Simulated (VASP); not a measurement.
Write the native input for VASP 6.6.1 that does the following.

* Task: single point
* Functional: PBE
* Potentials or basis: VASP PAW PBE potentials, release 64 (Ga_d, N)
* Cutoff: 520 eV
* k mesh: 12 × 12 × 6
* Occupations: gaussian, width 0.02 eV
* Spin: no spin polarisation
* Dipole correction: no
* Further INCAR settings: ALGO = Normal; EDIFF = 1e-06; NBANDS = 26

The structure of GaN lies in POSCAR:

```
GaN
1.0
    3.0252685687      0.0000000000      0.0000000000
   -1.5126342843      2.6199594337      0.0000000000
    0.0000000000      0.0000000000      5.3907337928
Ga N
2 2
Direct
    0.6666666667      0.3333333333      0.5071924491
    0.3333333333      0.6666666667      1.0071924491
    0.6666666667      0.3333333333      0.8678075509
    0.3333333333      0.6666666667      0.3678075509
```

This cell differs from its parent crystal: biaxial strain in the a-b plane: -6.0 %, then relaxed in part.

One way to write it, as run:

INCAR

```
SYSTEM = GaN
PREC     = Accurate       ! precision mode
ENCUT    = 520            ! plane-wave cutoff, eV
EDIFF    = 1E-6           ! SCF threshold, eV
ISMEAR   = 0              ! smearing method
SIGMA    = 0.02           ! smearing width, eV
LREAL    = .False.        ! projectors in reciprocal space
LASPH    = .True.         ! aspherical terms in the spheres
NELM     = 100            ! most SCF steps
ALGO     = Normal         ! electronic algorithm
ISIF     = 2              ! what is computed and relaxed
LWAVE    = .False.        ! write WAVECAR
LCHARG   = .False.        ! write CHGCAR
GGA      = PE             ! functional
NBANDS   = 26             ! bands
```

KPOINTS

```
Automatic mesh
0
Gamma
  12 12 6
  0 0 0
```

Potentials or basis: VASP PAW PBE potentials, release 64 (Ga_d, N).

The run is started by

```sh
$ cat potpaw_PBE.64/Ga_d/POTCAR potpaw_PBE.64/N/POTCAR > POTCAR
$ mpirun -np 1 vasp_std > vasp.out
```

It gave:

| Item | Value |
| --- | --- |
| Pressure | 19.8 GPa |
| Largest force | 0.007 eV/Å |
| Band gap on the k mesh | 1.72 eV, direct |

Caveat: the cell differs from its parent crystal (biaxial strain in the a-b plane: -6.0 %, then relaxed in part).

Run time: 53 s on 1 thread of Intel(R) Xeon(R) Platinum 8124M CPU @ 3.00GHz (Skylake/Cascade Lake) (shared host), peak memory 0.2 GiB.
